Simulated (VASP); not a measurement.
# NaCl (Fm-3m) in VASP: a series of runs

Aim: see how the results for NaCl move with the level of theory and the settings. Levels: PBE, r2SCAN. Tasks: single point.

All numbers are computed with VASP 6.6.1; they aren't measurements. Logs are shortened: lines on timing, memory, paths and dates and some standing lists are left out, and cuts for length are marked.

## Step 1: The cell of the first run

It takes space group Fm-3m (No. 225, cubic). The conventional cell has a = 5.756 Å, b = 5.756 Å, c = 5.756 Å, α = 90.00°, β = 90.00°, γ = 90.00°. Within 3.8 Å of Na (site symmetry m-3m) lie 6 Cl at 2.88 Å. Cl (site symmetry m-3m) has 6 Na at 2.88 Å within 3.8 Å.

## Step 2: Single point, PBE (strain +2.7%)

File INCAR:

```
SYSTEM = NaCl
  PREC = Accurate
  ENCUT = 520
  EDIFF = 1E-6
  ISMEAR = -1
  SIGMA = 0.02
  LREAL = .FALSE.
  LASPH = .TRUE.
  NELM = 80
  ALGO = Normal
  ISIF = 2
  LWAVE = .FALSE.
  LCHARG = .TRUE.
  GGA = PE
  LELF = .TRUE.
  LVHAR = .TRUE.
  NBANDS = 14
```

File KPOINTS:

```
regular mesh
0
G
  8 8 8
  0 0 0
```

File POSCAR:

```
NaCl
1.0
    0.0000000000      2.8781254520      2.8781254520
    2.8781254520      0.0000000000      2.8781254520
    2.8781254520      2.8781254520      0.0000000000
Na Cl
1 1
Direct
    0.0000000000      0.0000000000      0.0000000000
    0.5000000000      0.5000000000      0.5000000000
```

Potentials or basis: VASP PAW PBE potentials, release 64 (Na_pv, Cl).

Started as:

```bash
> cat potpaw_PBE.64/Na_pv/POTCAR potpaw_PBE.64/Cl/POTCAR > POTCAR
> mpirun -np 1 vasp_std > vasp.out
```

OUTCAR:

```text
SYSTEM = NaCl
   PREC = Accurate
   ENCUT = 520
   EDIFF = 1E-6
   ISMEAR = -1
   LREAL = .FALSE.
   LASPH = .TRUE.
   NELM = 80
   ISIF = 2
   GGA = PE

 ion  position               nearest neighbor table
   1  0.000  0.000  0.000-
   2  0.500  0.500  0.500-

  LATTYP: Found a face centered cubic cell.
 ALAT       =     5.7562509040

  Lattice vectors:

 A1 = (   0.0000000000,   2.8781254520,   2.8781254520)
 A2 = (   2.8781254520,   0.0000000000,   2.8781254520)
 A3 = (   2.8781254520,   2.8781254520,   0.0000000000)

Analysis of symmetry for initial positions (statically):
=====================================================================
 Subroutine PRICEL returns:
 Original cell was already a primitive cell.

 Routine SETGRP: Setting up the symmetry group for a
 face centered cubic supercell.

 Subroutine GETGRP returns: Found 48 space group operations
 (whereof 48 operations were pure point group operations)
 out of a pool of 48 trial point group operations.

The static configuration has the point symmetry O_h .

Analysis of symmetry for dynamics (positions and initial velocities):
=====================================================================
 Subroutine PRICEL returns:
 Original cell was already a primitive cell.

 Routine SETGRP: Setting up the symmetry group for a
 face centered cubic supercell.

 Subroutine GETGRP returns: Found 48 space group operations
 (whereof 48 operations were pure point group operations)
 out of a pool of 48 trial point group operations.

The dynamic configuration has the point symmetry O_h .

 Subroutine INISYM returns: Found 48 space group operations
 (whereof 48 operations are pure point group operations),
 and found     1 'primitive' translations

----------------------------------------------------------------------------------------

                                     Primitive cell

  volume of cell :      47.6825

  direct lattice vectors                    reciprocal lattice vectors
     0.000000000  2.878125452  2.878125452    -0.173724186  0.173724186  0.173724186
     2.878125452  0.000000000  2.878125452     0.173724186 -0.173724186  0.173724186
     2.878125452  2.878125452  0.000000000     0.173724186  0.173724186 -0.173724186

  length of vectors
     4.070284048  4.070284048  4.070284048     0.300899116  0.300899116  0.300899116

  position of ions in fractional coordinates (direct lattice)
     0.000000000  0.000000000  0.000000000
     0.500000000  0.500000000  0.500000000

  ion indices of the primitive-cell ions
   primitive index   ion index
                 1           1
                 2           2

----------------------------------------------------------------------------------------

 KPOINTS: regular mesh

Automatic generation of k-mesh.
 Grid dimensions read from file:
 generate k-points for:    8    8    8

 Generating k-lattice:

  Cartesian coordinates                     Fractional coordinates (reciprocal lattice)
    -0.021715523  0.021715523  0.021715523     0.125000000  0.000000000  0.000000000
     0.021715523 -0.021715523  0.021715523     0.000000000  0.125000000  0.000000000
     0.021715523  0.021715523 -0.021715523     0.000000000  0.000000000  0.125000000

  Length of vectors
     0.037612389  0.037612389  0.037612389

  Shift w.r.t. Gamma in fractional coordinates (k-lattice)
     0.000000000  0.000000000  0.000000000

 Subroutine IBZKPT returns following result:
 ===========================================

 Found     29 irreducible k-points:

 Following reciprocal coordinates:
            Coordinates               Weight
  0.000000  0.000000  0.000000      1.000000
  0.125000  0.000000  0.000000      8.000000
  0.250000  0.000000  0.000000      8.000000
  0.375000  0.000000  0.000000      8.000000
  0.500000  0.000000  0.000000      4.000000
  0.125000  0.125000  0.000000      6.000000
[... 16 lines left out ...]
  0.500000  0.250000  0.125000     48.000000
 -0.375000  0.250000  0.125000     24.000000
 [... further k-points ...]
   k-points           NKPTS =     29   k-points in BZ     NKDIM =     29   number of bands    NBANDS=     14
   number of dos      NEDOS =    301   number of ions     NIONS =      2
   total plane-waves  NPLWV =  27000
   dimension x,y,z NGX =    30 NGY =   30 NGZ =   30
   dimension x,y,z NGXF=    60 NGYF=   60 NGZF=   60
   ions per type =               1   1
   NGX,Y,Z   is equivalent  to a cutoff of  12.25, 12.25, 12.25 a.u.
   NGXF,Y,Z  is equivalent  to a cutoff of  24.51, 24.51, 24.51 a.u.
 SYSTEM =  NaCl
   PREC   = accura    normal or accurate (medium, high low for compatibility)
   ISTART =      0    job   : 0-new  1-cont  2-samecut
   ICHARG =      2    charge: 1-file 2-atom 10-const
   ISPIN  =      1    spin polarized calculation?
   LNONCOLLINEAR =      F non collinear calculations
   LSORBIT =      F    spin-orbit coupling
   LASPH  =      T    aspherical Exc in radial PAW
   ENCUT  =  520.0 eV  38.22 Ry    6.18 a.u.   7.57  7.57  7.57*2*pi/ulx,y,z
   NELM   =     80;   NELMIN=  2; NELMDL= -5     # of ELM steps
   EDIFF  = 0.1E-05   stopping-criterion for ELM
   LREAL  =      F    real-space projection
   EDIFFG = 0.1E-04   stopping-criterion for IOM
   NSW    =      0    number of steps for IOM
   IBRION =     -1    ionic relax: 0-MD 1-quasi-New 2-CG
   NFREE  =      0    steps in history (QN), initial steepest desc. (CG)
   ISIF   =      2    stress and relaxation
   ISYM   =      2    0-nonsym 1-usesym 2-fastsym
   POTIM  = 0.5000    time-step for ionic-motion
   TEBEG  =    0.0;   TEEND  =   0.0 temperature during run
   PSTRESS=    0.0 pullay stress
   NELECT =      14.0000    total number of electrons
   NUPDOWN=      -1.0000    fix difference up-down
   EMIN   =  10.00;   EMAX   =-10.00  energy-range for DOS
   EFERMI =   0.00;   METHOD = LEGACY
   ISMEAR =    -1;   SIGMA  =   0.02  broadening in eV -4-tet -1-fermi 0-gaus
   EFERMI_NEDOS =   21; number of points for ismear=-14 and -15
   IALGO  =     38    algorithm
   IMIX   =      4    mixing-type and parameters
     AMIX     =   0.40;   BMIX     =  1.00
     AMIX_MAG =   1.60;   BMIX_MAG =  1.00
  volume/ion in A,a.u.               =      23.84       160.89
  Fermi-wavevector in a.u.,A,eV,Ry     =   1.088089  2.056190 16.108453  1.183938
  Thomas-Fermi vector in A             =   2.224263
   LORBIT       =      0    0 simple, 1 ext, 2 COOP (PROOUT), +10 PAW based schemes
   GGA     = PE    functional components
[... 5 lines left out ...]
 non-spin polarized calculation
  energy-cutoff  :      520.00
  volume of cell :       47.68
 maximum number of plane-waves:      1304
   NGX = 15   NGY = 15   NGZ = 15

 number of electron      13.9999997 magnetization

 Free energy of the ion-electron system (eV)
  ---------------------------------------------------
  ext. energy  EPLUGINS =         0.00000000
  ---------------------------------------------------
  free energy    TOTEN  =        -6.77474445 eV

  energy without entropy =       -6.77474445  energy(sigma->0) =       -6.77474445

 E-fermi :  -0.6483     XC(G=0):  -7.9081

 val. band max:       -1.0699597480   @ k =   0.0000   0.0000   0.0000
 cond. band min:       3.8104065856   @ k =   0.0000   0.0000   0.0000
 fundamental gap:      4.8803663336
 Fermi energy:        -0.6482978867

 k-point     1 :       0.0000    0.0000    0.0000
  band No.  band energies     occupation
      1     -22.0144      2.00000
      2     -22.0144      2.00000
      3     -22.0144      2.00000
      4     -13.5991      2.00000
      5      -1.0700      2.00000
      6      -1.0700      2.00000
      7      -1.0700      2.00000
      8       3.8104      0.00000
      9       9.9806      0.00000
     10       9.9806      0.00000
     11       9.9806      0.00000
     12      12.0640      0.00000
     13      12.0640      0.00000
     14      13.5683      0.00000

 k-point     2 :       0.1250    0.0000    0.0000
  band No.  band energies     occupation
      1     -22.0176      2.00000
      2     -22.0147      2.00000
      3     -22.0147      2.00000
      4     -13.5599      2.00000
      5      -1.4045      2.00000
      6      -1.1056      2.00000
      7      -1.1056      2.00000
      8       4.2812      0.00000
      9       9.4302      0.00000
     10      10.1562      0.00000
     11      10.1562      0.00000
     12      11.7774      0.00000
     13      11.7774      0.00000
     14      14.3901      0.00000

 k-point     3 :       0.2500    0.0000    0.0000
  band No.  band energies     occupation
      1     -22.0253      2.00000
      2     -22.0153      2.00000
      3     -22.0153      2.00000
      4     -13.4629      2.00000
      5      -2.0661      2.00000
      6      -1.1891      2.00000
      7      -1.1891      2.00000
      8       5.2472      0.00000
      9       8.7923      0.00000
     10      10.1972      0.00000
     11      10.1972      0.00000
     12      11.9755      0.00000
     13      11.9755      0.00000
     14      14.0616      0.00000
[... 324 lines left out ...]
 k-point    23 :       0.5000    0.2500    0.1250
  band No.  band energies     occupation
      1     -22.0303      2.00000
      2     -22.0203      2.00000
      3     -22.0172      2.00000
      4     -13.3234      2.00000
      5      -2.4606      2.00000
      6      -1.6833      2.00000
      7      -1.3880      2.00000
      8       6.8485      0.00000
      9       8.2780      0.00000
     10       8.7242      0.00000
     11      10.6076      0.00000
     12      12.3964      0.00000
     13      14.5746      0.00000
     14      15.1266      0.00000

 k-point    24 :      -0.3750    0.2500    0.1250
  band No.  band energies     occupation
      1     -22.0319      2.00000
      2     -22.0206      2.00000
      3     -22.0178      2.00000
      4     -13.2916      2.00000
      5      -2.5652      2.00000
      6      -1.7526      2.00000
      7      -1.4361      2.00000
      8       7.0994      0.00000
      9       8.1843      0.00000
     10       8.9584      0.00000
     11      10.4324      0.00000
     12      12.9617      0.00000
     13      14.1431      0.00000
     14      15.2217      0.00000

 [... further k-points ...]

------------------------ aborting loop because EDIFF is reached ----------------------------------------

  FORCE on cell =-STRESS in cart. coord.  units (eV):
  Direction    XX          YY          ZZ          XY          YZ          ZX
  --------------------------------------------------------------------------------------
  -------------------------------------------------------------------------------------
  Total       -0.2148430     -0.2148430     -0.2148430      0.0000000      0.0000000      0.0000000
  in kB       -7.2189272     -7.2189272     -7.2189272      0.0000000      0.0000000      0.0000000
  external PRESSURE =      -7.2189272 kB  Pullay stress =       0.0000000 kB

 VOLUME and BASIS-vectors are now :
 -----------------------------------------------------------------------------
  energy-cutoff  :      520.00
  volume of cell :       47.68
      direct lattice vectors                 reciprocal lattice vectors
     0.000000000  2.878125452  2.878125452    -0.173724186  0.173724186  0.173724186
     2.878125452  0.000000000  2.878125452     0.173724186 -0.173724186  0.173724186
     2.878125452  2.878125452  0.000000000     0.173724186  0.173724186 -0.173724186

 POSITION                                       TOTAL-FORCE (eV/Angst)
 -----------------------------------------------------------------------------------
      0.00000      0.00000      0.00000        -0.000000     -0.000000     -0.000000
      2.87813      2.87813      2.87813         0.000000      0.000000      0.000000
 -----------------------------------------------------------------------------------
    total drift:                                0.000000      0.000000      0.000000

  FREE ENERGIE OF THE ION-ELECTRON SYSTEM (eV)
  ---------------------------------------------------
  free  energy   TOTEN  =        -6.7747444514 eV

  energy  without entropy=       -6.7747444514  energy(sigma->0) =       -6.77474445
```

It took 32 s on 1 thread of Intel Xeon 8259CL, shared host; peak memory 0.17 GiB.

What came out:

```
Free energy            : -6.7747 eV
Pressure               : -0.7 GPa
Band gap on the k mesh : 4.88 eV
```

Levels at points of the mesh, in eV from the valence-band top:
```csv
k point,band 5,band 6,band 7,band 8,band 9,band 10
"(0.00, 0.00, 0.00)",0.00,0.00,0.00,4.88,11.05,11.05
"(0.50, 0.00, 0.00)",-1.75,-0.23,-0.23,7.16,10.13,10.82
"(0.50, 0.50, 0.00)",-1.50,-0.54,-0.54,7.35,8.12,10.89
```

Caveat: the cell differs from its parent crystal (strain +2.7%). A k mesh can miss the band edges.

## Step 3: Single point, PBE (strain +3.3%)

File INCAR:

```
  PREC = Accurate
  ENCUT = 520
  EDIFF = 1E-7
  ISMEAR = -1
  SIGMA = 0.02
  LREAL = F
  LASPH = T
  NELM = 100
  ALGO = Normal
  ISIF = 2
  LWAVE = F
  LCHARG = F
  GGA = PE
  NBANDS = 14
```

File KPOINTS:

```
Automatic mesh
0
Gamma
  8 8 8
```

File POSCAR:

```
NaCl
1.0
    0.0000000000      2.8946615705      2.8946615705
    2.8946615705      0.0000000000      2.8946615705
    2.8946615705      2.8946615705      0.0000000000
Na Cl
1 1
Direct
    0.0000000000      0.0000000000      0.0000000000
    0.5000000000      0.5000000000      0.5000000000
```

Potentials or basis: VASP PAW PBE potentials, release 64 (Na_pv, Cl).

Started as:

```bash
> cat potpaw_PBE.64/Na_pv/POTCAR potpaw_PBE.64/Cl/POTCAR > POTCAR
> mpirun -np 1 vasp_std > vasp.out
```

Run time: 36 s. Hardware: 1 thread of Intel Xeon 8259CL, shared host; peak memory 0.16 GiB.

The run converged. Its results:

- Free energy: -6.7703 eV
- Pressure: -1.1 GPa
- Band gap on the k mesh: 4.82 eV

Levels at points of the mesh, in eV from the valence-band top:
| k point | band 3 | band 4 | band 5 | band 6 | band 7 | band 8 | band 9 | band 10 | band 11 | band 12 |
| --- | --- | --- | --- | --- | --- | --- | --- | --- | --- | --- |
| (0.00, 0.00, 0.00) | -20.98 | -12.50 | 0.00 | 0.00 | 0.00 | 4.82 | 11.03 | 11.03 | 11.03 | 13.09 |
| (0.50, 0.00, 0.00) | -20.98 | -12.23 | -1.70 | -0.22 | -0.22 | 7.13 | 10.00 | 10.77 | 10.77 | 14.47 |
| (0.50, 0.50, 0.00) | -20.99 | -12.19 | -1.46 | -0.52 | -0.52 | 7.30 | 8.13 | 10.78 | 14.09 | 14.09 |

Caveat: the cell differs from its parent crystal (strain +3.3%).

## Step 4: Single point, r2SCAN

This run uses another cell than the first one, of 22.02 Å³/atom.

File POSCAR:

```
NaCl
1.0
    0.0000000000      2.8027319622      2.8027319622
    2.8027319622      0.0000000000      2.8027319622
    2.8027319622      2.8027319622      0.0000000000
Na Cl
1 1
Direct
    0.0000000000      0.0000000000      0.0000000000
    0.5000000000      0.5000000000      0.5000000000
```

File INCAR.step1:

```
SYSTEM = NaCl
PREC = Accurate
ENCUT = 520
ISMEAR = 0
SIGMA = 0.01
LREAL = .False.
LASPH = .True.
NELM = 80
NBANDS = 14
GGA = PE
ALGO = Normal
EDIFF = 1E-4
LWAVE = .True.
LCHARG = .False.
```

File INCAR.step2:

```
SYSTEM = NaCl
PREC = Accurate
ENCUT = 520
EDIFF = 1E-7
ISMEAR = 0
SIGMA = 0.01
LREAL = .False.
LASPH = .True.
NELM = 80
ALGO = Normal
ISIF = 2
LWAVE = .False.
LCHARG = .False.
METAGGA = R2SCAN
LMIXTAU = .True.
NBANDS = 14
ISTART = 1
```

File KPOINTS:

```
Automatic mesh
0
Gamma
  8 8 8
  0 0 0
```

Started as:

```bash
> cat potpaw_PBE.64/Na_pv/POTCAR potpaw_PBE.64/Cl/POTCAR > POTCAR
> cp INCAR.step1 INCAR
> mpirun -np 1 vasp_std > vasp.out
> cp INCAR.step2 INCAR
> mpirun -np 1 vasp_std > vasp.out
```

Run time: 2.2 min. Hardware: 1 thread of Intel Xeon 8259CL, shared host; peak memory 0.17 GiB.

Results (log left out):

- Free energy: -13.7901 eV
- Pressure: -0.2 GPa
- Band gap on the k mesh: 6.00 eV

Levels at points of the mesh, in eV from the valence-band top:
```tsv
k point	band 4	band 5	band 6	band 7	band 8	band 9	band 10	band 11
(0.00, 0.00, 0.00)	-13.26	0.00	0.00	0.00	6.00	11.78	11.78	11.78
(0.50, 0.00, 0.00)	-12.90	-1.98	-0.29	-0.29	7.98	11.77	11.81	11.81
(0.50, 0.50, 0.00)	-12.85	-1.73	-0.63	-0.63	8.50	8.60	12.35	16.09
```

Caveat: the PAW data sets were made with another functional, which shifts forces and pressure a little. r2SCAN opens gaps a little over a GGA but as a rule still falls short of measured ones.

(Continued in part 2 of 2.)
